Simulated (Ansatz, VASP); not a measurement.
**Two plane-wave programs on CaO**

The input INCAR:

```
SYSTEM = CaO
  PREC = Accurate
  ENCUT = 520
  EDIFF = 1E-7
  ISMEAR = 0
  SIGMA = 0.05
  LREAL = .False.
  LASPH = .True.
  NELM = 100
  ALGO = Normal
  ISIF = 2
  LWAVE = .False.
  LCHARG = .False.
  GGA = PE
  NBANDS = 24
```

The input KPOINTS:

```
regular mesh
0
Gamma
  9 9 6
  0 0 0
```

File POSCAR:

```
CaO
1.0
    4.2181231312      0.0000000000      0.0000000000
   -2.1090615656      3.1445710824      0.0000000000
    0.0000000000      0.0000000000      5.0000688124
Ca O
2 2
Direct
    0.3333333333      0.6666666667      0.7500000000
    0.6666666667      0.3333333333      0.2500000000
    0.3333333333      0.6666666667      0.2500000000
    0.6666666667      0.3333333333      0.7500000000
```

Input for Ansatz:

```yaml
crystal:
  lattice:
    - [4.2181231312, 0.0, 0.0]
    - [-2.1090615656, 3.1445710824, 0.0]
    - [0.0, 0.0, 5.0000688124]
  atoms:
    - { symbol: Ca, position: [0.3333333333, 0.6666666667, 0.75] }
    - { symbol: Ca, position: [0.6666666667, 0.3333333333, 0.25] }
    - { symbol: O, position: [0.3333333333, 0.6666666667, 0.25] }
    - { symbol: O, position: [0.6666666667, 0.3333333333, 0.75] }
basis:
  ecutwfc: 520.0
kpoints:
  mp_grid: { grid: [9, 9, 6] }
hamiltonian:
  xc: pbe
scf:
  occupations: { method: gaussian, width: 0.05 }
output:
  forces: true
  stress: true
  eigenvalues: true
```

Change from the starting cell: strain +e along x and -e along y +0.0733, strain +e along z and -e/2 along x and y +0.0400.

Alike in both runs: task single point; functional PBE; k mesh 9 × 9 × 6; occupations gaussian, width 0.05 eV; no spin polarisation.

```csv
,VASP,Ansatz
version,VASP 6.6.1,Ansatz 0.2.0
potentials or method,"VASP PAW PBE potentials, release 64 (Ca_sv, O), cutoff 520 eV","scalar-relativistic, plane waves, PAW"
valence electrons in the cell,32,32
```

|  | VASP | Ansatz | Ansatz less VASP |
| --- | --- | --- | --- |
| gap on the k mesh at the Fermi level (eV) | 3.34 | 3.35 | +0.010 |
| least direct gap on the mesh (eV) | 3.34 | 3.35 | +0.010 |
| pressure (GPa) | 2.6 | 2.0 | -0.52 |
| traceless stress, the component that is largest in VASP (GPa) | 10.77 | 10.44 | -0.338 |
| rms of the force components (eV/Å) | 0.767 | 0.734 | -0.0333 |

Atom by atom the forces differ by 0.033 eV/Å (rms over components).
